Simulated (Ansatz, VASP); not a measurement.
H6Os in VASP and in Ansatz

The input INCAR:

```
SYSTEM = H6Os
ALGO = Normal
EDIFF = 1E-7
ENCUT = 520
GGA = PE
ISIF = 2
ISMEAR = 0
ISPIN = 2
LASPH = .True.
LCHARG = .False.
LMAXMIX = 4
LORBIT = 11
LREAL = .False.
LWAVE = .False.
MAGMOM = 0 0 0 0 0 0 1
NBANDS = 20
NELM = 150
PREC = Accurate
SIGMA = 0.1
```

The input KPOINTS:

```
k-points
0
Gamma
  6 6 6
  0 0 0
```

File POSCAR:

```
H6Os
1.0
    0.0000000000      2.8456003275      2.8456003275
    2.8456003275      0.0000000000      2.8456003275
    2.8456003275      2.8456003275      0.0000000000
H Os
6 1
Direct
    0.6987041670      0.3012958330      0.3012958330
    0.3012958330      0.6987041670      0.6987041670
    0.3012958330      0.6987041670      0.3012958330
    0.6987041670      0.3012958330      0.6987041670
    0.3012958330      0.3012958330      0.6987041670
    0.6987041670      0.6987041670      0.3012958330
    0.0000000000      0.0000000000      0.0000000000
```

Input for Ansatz:

```yaml
crystal:
  lattice:
    - [0.0, 2.8456003275, 2.8456003275]
    - [2.8456003275, 0.0, 2.8456003275]
    - [2.8456003275, 2.8456003275, 0.0]
  atoms:
    - { symbol: H, position: [0.698704167, 0.301295833, 0.301295833] }
    - { symbol: H, position: [0.301295833, 0.698704167, 0.698704167] }
    - { symbol: H, position: [0.301295833, 0.698704167, 0.301295833] }
    - { symbol: H, position: [0.698704167, 0.301295833, 0.698704167] }
    - { symbol: H, position: [0.301295833, 0.301295833, 0.698704167] }
    - { symbol: H, position: [0.698704167, 0.698704167, 0.301295833] }
    - { symbol: Os, position: [0.0, 0.0, 0.0], spin: 1.0 }
basis:
  ecutwfc: 420
kpoints:
  mp_grid: { grid: [6, 6, 6] }
hamiltonian:
  xc: pbe
scf:
  occupations: { method: gaussian, width: 0.1 }
  lower_state_search: "off"
output:
  forces: true
  stress: true
  eigenvalues: true
  populations: true
magnetization:
  spin_polarized: true
```

Change from the starting cell: ordered vacancies on the cation sites of rhenium trioxide (Fm-3m, No. 225).

Alike in both runs: task single point; functional PBE; k mesh 6 × 6 × 6; occupations gaussian, width 0.1 eV; collinear spin.

|  | VASP | Ansatz |
| --- | --- | --- |
| version | VASP 6.6.1 | Ansatz 0.2.0 |
| potentials or method | VASP PAW PBE potentials, release 64 (H, Os), cutoff 520 eV | scalar-relativistic, plane waves, PAW |
| valence electrons in the cell | 14 | 22 |

```tsv
	VASP	Ansatz	Ansatz less VASP
gap on the k mesh at the Fermi level (eV)	none	none	-
pressure (GPa)	0.5	3.5	+3.08
rms of the force components (eV/Å)	0.037	0.064	+0.0268
net moment per atom (μB)	0.00	0.23	+0.234
size of the moment on the site where the two differ most (μB)	0.00	0.67	+0.670
```

The net moments are unlike, so the other rows may belong to different states. Site moments also hang on the region over which each program counts them. Atom by atom the forces differ by 0.027 eV/Å (rms over components). A gap of «none» marks a metal or a gap that the smearing closes. VASP's potentials hold 14 valence electrons a cell and Ansatz's 22, so a difference there can come from the potentials and not from the codes.

Neither program's run includes spin-orbit coupling.
